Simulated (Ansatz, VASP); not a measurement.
## Cs: VASP beside Ansatz

The input INCAR:

```
SYSTEM = Cs
ALGO = Fast ; EDIFF = 1E-6
ENCUT = 520 ; GGA = PE
ISIF = 2 ; ISMEAR = 0
LASPH = .True. ; LCHARG = .False.
LREAL = .False. ; LWAVE = .False.
NBANDS = 10 ; NELM = 60
PREC = Accurate ; SIGMA = 0.15
```

KPOINTS

```
k-points
0
Gamma
  12 12 12
  0 0 0
```

Contents of POSCAR:

```
Cs
1.0
   -3.0980625000      3.0980625000      2.9469375000
    3.0980625000     -3.0980625000      2.9469375000
    3.0980625000      3.0980625000     -2.9469375000
Cs
1
Direct
    0.0000000000      0.0000000000      0.0000000000
```

Input for Ansatz:

```yaml
crystal:
  lattice:
    - [-3.0980625, 3.0980625, 2.9469375]
    - [3.0980625, -3.0980625, 2.9469375]
    - [3.0980625, 3.0980625, -2.9469375]
  atoms:
    - { symbol: Cs, position: [0.0, 0.0, 0.0] }
basis:
  ecutwfc: 420
kpoints:
  mp_grid: { grid: [12, 12, 12] }
hamiltonian:
  xc: pbe
scf:
  occupations: { method: gaussian, width: 0.15 }
output:
  forces: true
  stress: true
  eigenvalues: true
```

Change from the starting cell: strain +0.025 along x and y, -0.025 along z, atoms carried along.

Alike in both runs: task single point; functional PBE; k mesh 12 × 12 × 12; occupations gaussian, width 0.15 eV; no spin polarisation.

|  | VASP | Ansatz |
| --- | --- | --- |
| version | VASP 6.6.1 | Ansatz 0.2.0 |
| potentials or method | VASP PAW PBE potentials, release 64 (Cs_sv), cutoff 520 eV | scalar-relativistic, plane waves, PAW |
| valence electrons in the cell | 9 | 9 |

|  | VASP | Ansatz | Ansatz less VASP |
| --- | --- | --- | --- |
| gap on the k mesh at the Fermi level (eV) | none | none | - |
| pressure (GPa) | 0.1 | 0.1 | +0.01 |

A gap of «none» marks a metal or a gap that the smearing closes.

Neither program's run includes spin-orbit coupling.
